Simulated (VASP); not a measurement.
A run of VASP 6.6.1 is set up as follows.

Contents of INCAR:

```
PREC = Accurate
ENCUT = 520
EDIFF = 1E-7
ISMEAR = 0
SIGMA = 0.02
LREAL = Auto
LASPH = True
NELM = 150
ALGO = Normal
ISIF = 2
LWAVE = False
LCHARG = False
ISPIN = 2
MAGMOM = 0 0 0 0 0 0 0 0 0 0 0 0 0 0 0 0 0 0 0 0 0 0 0 0 0 0 0 0 0.06 0 0 0 0 0 0
LORBIT = 11
GGA = PE
NELECT = 185.0
NBANDS = 120
```

KPOINTS

```
Automatic mesh
0
Gamma
  2 2 1
```

The input POSCAR:

```
Si12O23
1.0
   -2.4457500000      4.2361630000      5.3885000000
    4.8915000000      0.0000000000      5.3885000000
    4.8915000000      8.4723270000      0.0000000000
Si O
12 23
Direct
    0.0946842012      0.5769221827      0.9478121288
    0.3968522818      0.9387960433      0.0332586369
    0.0139653473     -0.0247442283      0.2651254505
    0.0971144596      0.5515270918      0.4593987366
    0.3993470472      0.9364803631      0.5329055187
   -0.0003786891      0.0074012372      0.7674432525
    0.6043731558      0.0747319755      0.1987235383
    0.9091966167      0.4306796011      0.2750653902
    0.5006253028      0.4931913438      0.5204266332
    0.5997469287      0.0674584160      0.7019677417
    0.8851961337      0.4401220439      0.7901139664
    0.4814824671      0.5098446184      0.0261947854
    0.3109248193      0.4518299362      0.9862114369
    0.9156490087      0.5416697257      0.1005618112
    0.9793109937      0.1875771941      0.2933355857
    0.5645647183      0.9926075931      0.0760681014
    0.5802711102      0.3169050984      0.1457820258
    0.3190553797      0.4469088033      0.4849067329
    0.9157001728      0.5110534692      0.6089043552
    0.9114907790      0.1968222951      0.8437101740
    0.1760203614      0.0492679378      0.6131020507
    0.5731429137      0.9854271893      0.5765436338
    0.5776742419      0.3075253498      0.6521865540
    0.8351260991      0.9561146914      0.2119343031
    0.4352448152      0.0192098568      0.3517246228
    0.4247359923      0.6953733145      0.5786179056
    0.6832182921      0.5068041631      0.3686878410
    0.0727778799      0.4787331157      0.3286837297
    0.0762542081      0.7973297206      0.4028190537
    0.8188860108      0.9563165502      0.7336496077
    0.4176790982      0.0185896222      0.8564277864
    0.3566412481      0.7144802143      0.1030273667
    0.6632653006      0.5579934913      0.8757583453
    0.0636031833      0.4911135282      0.8263668940
    0.0931038028      0.8136450142      0.8876164855
```

Potentials or basis: VASP PAW PBE potentials, release 64 (Si, O).

Command:

```console
$ cat potpaw_PBE.64/Si/POTCAR potpaw_PBE.64/O/POTCAR > POTCAR
$ mpirun -np 1 vasp_std > vasp.out
```

Question: Estimate the site moments.

Answer: Si +0.00, +0.10, +0.09, -0.00, +0.01 (each value once); O +0.00, +0.06, +0.05, +0.03, +0.04, +0.02 (each value once) μB.

Question: What does it give for the net moment?

Answer: 1.00 μB per cell.

Question: Estimate the largest force.

Answer: 2.047 eV/Å.

Forces in eV/Å, atoms in the order of the input:
```
Si  -0.094  0.065  0.035
Si   0.010  0.018 -0.335
Si   0.320 -0.085  0.091
Si   0.002 -0.021  0.009
Si   0.012  0.043 -0.013
Si   0.049  0.027 -0.017
Si   0.029 -0.154  0.022
Si   0.087 -0.045  0.041
Si   0.026  0.025 -0.016
Si   0.120  0.098 -0.128
Si   0.139 -0.018 -0.019
Si   0.402  0.015  0.076
O    0.048 -0.036  0.008
O    0.026 -0.040  0.044
O    0.258  0.036  0.055
O    0.198  0.048 -0.105
O    0.050 -0.038 -0.048
O    0.054  0.019  0.003
O    0.128  0.005  0.070
O    0.040 -0.061  0.008
O    0.021 -0.033 -0.025
O    0.047  0.074  0.025
O    0.017  0.063 -0.034
O    0.028 -0.115  0.019
O   -0.021  0.065  0.021
O    0.016  0.001 -0.010
O    0.059 -0.009 -0.026
O    0.022 -0.014  0.002
O   -0.207 -0.185  0.151
O    0.019 -0.015 -0.007
O    0.032 -0.066  0.018
O   -2.022  0.247  0.202
O    0.047  0.098 -0.050
O    0.029  0.003 -0.046
O    0.007 -0.013 -0.021
```

Caveat: the k points lie up to 0.71 Å⁻¹ apart; the cell carries a net charge on a neutralising background, which shifts energy and pressure.
